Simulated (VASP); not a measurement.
Wanted: the native input for a VASP 6.6.1 run.

| Quantity | Value |
| --- | --- |
| Task | single point |
| Functional | PBEsol |
| Potentials or basis | VASP PAW PBE potentials, release 64 (Hg, Te) |
| Cutoff | 520 eV |
| k mesh | 24 × 24 × 24 |
| Occupations | gaussian, width 0.15 eV |
| Spin | no spin polarisation |
| Dipole correction | no |
| Further INCAR settings | ALGO = Fast; EDIFF = 1e-06; NBANDS = 16 |

The structure of HgTe lies in POSCAR:

```
HgTe
1.0
   -3.0635195763      3.0635195763      1.4184280381
    3.0635195763     -3.0635195763      1.4184280381
    3.0635195763      3.0635195763     -1.4184280381
Hg Te
1 1
Direct
    0.2500000000      0.7500000000      0.5000000000
    0.0000000000      0.0000000000      0.0000000000
```

This cell differs from its parent crystal: ratio of the length along z to the lengths across it x 0.85, volume and fractional coordinates fixed.

These files were run (other wordings do the same):

INCAR

```
SYSTEM = HgTe
  PREC = Accurate
  ENCUT = 520
  EDIFF = 1E-6
  ISMEAR = 0
  SIGMA = 0.15
  LREAL = .FALSE.
  LASPH = .TRUE.
  NELM = 100
  ALGO = Fast
  ISIF = 2
  LWAVE = .FALSE.
  LCHARG = .FALSE.
  GGA = PS
  NBANDS = 16
```

KPOINTS

```
Automatic mesh
0
G
  24 24 24
  0 0 0
```

Potentials or basis: VASP PAW PBE potentials, release 64 (Hg, Te).

Command:

```sh
$ cat potpaw_PBE.64/Hg/POTCAR potpaw_PBE.64/Te/POTCAR > POTCAR
$ mpirun -np 1 vasp_std > vasp.out
```

It gave:

| Quantity | Value |
| --- | --- |
| Pressure | 2.8 GPa |
| Band gap on the k mesh | zero (bands 9 and 10 overlap by 3.78 eV) |

Caveat: the stress differs along the axes, from -1 to 10 GPa; the PAW data sets were made with another functional, which shifts forces and pressure a little; spin-orbit coupling is left out, which moves the levels of the heavy elements.

Run time: 28 min on 1 thread of Oxide Virtual Turin-like Processor (shared host), peak memory 0.96 GiB.
